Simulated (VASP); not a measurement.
A run of VASP 6.6.1:

The input INCAR:

```
PREC     = Accurate       # precision mode
ENCUT    = 520            # plane-wave cutoff, eV
EDIFF    = 1E-6           # SCF threshold, eV
ISMEAR   = -1             # smearing method
SIGMA    = 0.05           # smearing width, eV
LREAL    = False          # projectors in reciprocal space
LASPH    = True           # aspherical terms in the spheres
NELM     = 80             # most SCF steps
ALGO     = Normal         # electronic algorithm
ISIF     = 2              # what is computed and relaxed
LWAVE    = False          # write WAVECAR
LCHARG   = False          # write CHGCAR
GGA      = PE             # functional
NBANDS   = 10             # bands
```

File KPOINTS:

```
Automatic mesh
0
Gamma
  7 7 7
```

File POSCAR:

```
Al
1.0
    0.0000000000      2.8446766350      2.8446766350
    2.8446766350      0.0000000000      2.8446766350
    2.8446766350      2.8446766350      0.0000000000
Al
2
Direct
    0.0000000000      0.0000000000      0.0000000000
    0.2500000000      0.2500000000      0.2500000000
```

Potentials or basis: VASP PAW PBE potentials, release 64 (Al).

The run is started by

```sh
$ cat potpaw_PBE.64/Al/POTCAR > POTCAR
$ mpirun -np 1 vasp_std > vasp.out
```

Hardware: 1 thread of Intel Xeon 8259CL (shared host).

Question: How long does it take, and how much memory?

Answer: Run time: 13 s on 1 thread of Intel Xeon 8259CL (shared host), peak memory 0.15 GiB. Counts: scf iterations 11, k points 20.
